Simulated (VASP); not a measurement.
WS2: single point with PBE+D3(BJ)

The system is WS2.

```xyz
6
Lattice="3.0280 0.0000 0.0000 -1.5140 2.6224 0.0000 0.0000 0.0000 12.1399" Properties=species:S:1:pos:R:3 pbc="T T T"
W     0.0000    1.7482    3.0350
W     1.5140    0.8741    9.1049
S     0.0000    1.7482    7.5302
S     1.5140    0.8741    1.4603
S     0.0000    1.7482   10.6796
S     1.5140    0.8741    4.6097
```

This cell differs from its parent crystal: strain -0.040 along x and y, +0.000 along z.

```json
{
  "Program": "VASP 6.6.1",
  "Task": "single point",
  "Functional": "PBE",
  "Dispersion": "D3(BJ)",
  "Potentials or basis": "VASP PAW PBE potentials, release 64 (W_sv, S)",
  "Cutoff": "520 eV",
  "k mesh": "12 × 12 × 4",
  "Occupations": "gaussian, width 0.05 eV",
  "Spin": "no spin polarisation"
}
```

- Pressure: 15.9 GPa
- Largest force: 1.045 eV/Å
- Band gap on the k mesh: 0.97 eV (least direct gap 2.29 eV)
- Dispersion energy per atom: -0.473 eV

Forces in eV/Å, atoms in the order of the input:
```
W    0.000  0.000  0.000
W    0.000  0.000  0.000
S    0.000  0.000 -1.045
S    0.000  0.000 -1.045
S    0.000  0.000  1.045
S    0.000  0.000  1.045
```

Stress tensor (GPa, compression positive):
```
18.48  0.00  0.00
 0.00 18.48  0.00
 0.00  0.00 10.87
```

Levels at points of the mesh, in eV from the valence-band top:
```tsv
k point	band 22	band 23	band 24	band 25	band 26	band 27	band 28	band 29	band 30	band 31
(0.00, 0.00, 0.00)	-1.84	-1.84	-1.61	-1.56	0.00	2.82	2.82	2.83	2.83	2.83
(0.50, 0.00, 0.00)	-2.92	-1.67	-1.60	-1.54	-1.35	2.93	3.09	3.14	3.41	3.50
(0.00, 0.00, 0.50)	-1.87	-1.87	-1.87	-0.40	-0.40	2.80	2.80	2.80	2.80	2.96
(0.50, 0.00, 0.50)	-3.07	-1.59	-1.59	-1.48	-1.48	3.11	3.11	3.24	3.24	3.73
```

Wall time 2.1 min on 1 thread of AMD EPYC 9R45 (Zen 5), with other jobs on the host, peak memory 0.28 GiB.

Caveat: the cell differs from its parent crystal (strain -0.040 along x and y, +0.000 along z); the cell stands under pressure; spin-orbit coupling is left out, which moves the levels of the heavy elements; forces of over 1 eV/Å act on the atoms, so gaps and moduli don't describe the material at rest. A k mesh can miss the band edges.
